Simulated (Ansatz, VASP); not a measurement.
**Si2O: VASP beside Ansatz**

Contents of INCAR:

```
SYSTEM = Si2O
ALGO = Normal
EDIFF = 1E-6
ENCUT = 520
GGA = PE
ISIF = 2
ISMEAR = 0
ISPIN = 2
LASPH = .TRUE.
LCHARG = .FALSE.
LORBIT = 11
LREAL = .FALSE.
LWAVE = .FALSE.
MAGMOM = 0 0 0 0 1 1
NBANDS = 27
NELM = 150
PREC = Accurate
SIGMA = 0.1
```

File KPOINTS:

```
k-points
0
G
  6 4 4
  0 0 0
```

File POSCAR:

```
Si2O
1.0
    2.6401997881      0.0000000000      0.0000000000
    0.0000000000      5.1300617315      0.0000000000
    0.0000000000      0.0000000000      5.8423211873
Si O
4 2
Direct
    0.5000000000      0.5000000000      0.7375566038
    0.5000000000      0.5000000000      0.2624433962
    0.5000000000      0.0000000000      0.7162663778
    0.5000000000      0.0000000000      0.2837336222
    0.0000000000      0.5000000000      0.0000000000
    0.5000000000      0.0000000000      0.0000000000
```

Input for Ansatz:

```yaml
crystal:
  lattice:
    - [2.6401997881, 0.0, 0.0]
    - [0.0, 5.1300617315, 0.0]
    - [0.0, 0.0, 5.8423211873]
  atoms:
    - { symbol: Si, position: [0.5, 0.5, 0.7375566038] }
    - { symbol: Si, position: [0.5, 0.5, 0.2624433962] }
    - { symbol: Si, position: [0.5, 0.0, 0.7162663778] }
    - { symbol: Si, position: [0.5, 0.0, 0.2837336222] }
    - { symbol: O, position: [0.0, 0.5, 0.0], spin: 1.0 }
    - { symbol: O, position: [0.5, 0.0, 0.0], spin: 1.0 }
basis:
  ecutwfc: 420
kpoints:
  mp_grid: { grid: [6, 4, 4] }
hamiltonian:
  xc: pbe
scf:
  occupations: { method: gaussian, width: 0.1 }
  lower_state_search: "off"
output:
  forces: true
  stress: true
  eigenvalues: true
  populations: true
magnetization:
  spin_polarized: true
```

Alike in both runs: task single point; functional PBE; k mesh 6 × 4 × 4; occupations gaussian, width 0.1 eV; collinear spin.

|  | VASP | Ansatz |
| --- | --- | --- |
| version | VASP 6.6.1 | Ansatz 0.2.0 |
| potentials or method | VASP PAW PBE potentials, release 64 (Si, O), cutoff 520 eV | scalar-relativistic, plane waves, PAW |
| valence electrons in the cell | 28 | 28 |

VASP gave:

* gap on the k mesh at the Fermi level (eV): none
* pressure (GPa): 0.0
* traceless stress, the component that is largest in VASP (GPa): 0.23
* rms of the force components (eV/Å): 0.011
* net moment per atom (μB): 0.00

**Question.** Which values does Ansatz return?

**Answer.** gap on the k mesh at the Fermi level (eV): none; pressure (GPa): 0.0; traceless stress, the component that is largest in VASP (GPa): 0.02; rms of the force components (eV/Å): 0.002; net moment per atom (μB): 0.00.

Atom by atom the forces differ by 0.013 eV/Å (rms over components). A gap of «none» marks a metal or a gap that the smearing closes. Ansatz's warnings: seeded moment not kept.

The k mesh is coarse, so the values compare programs but aren't converged.
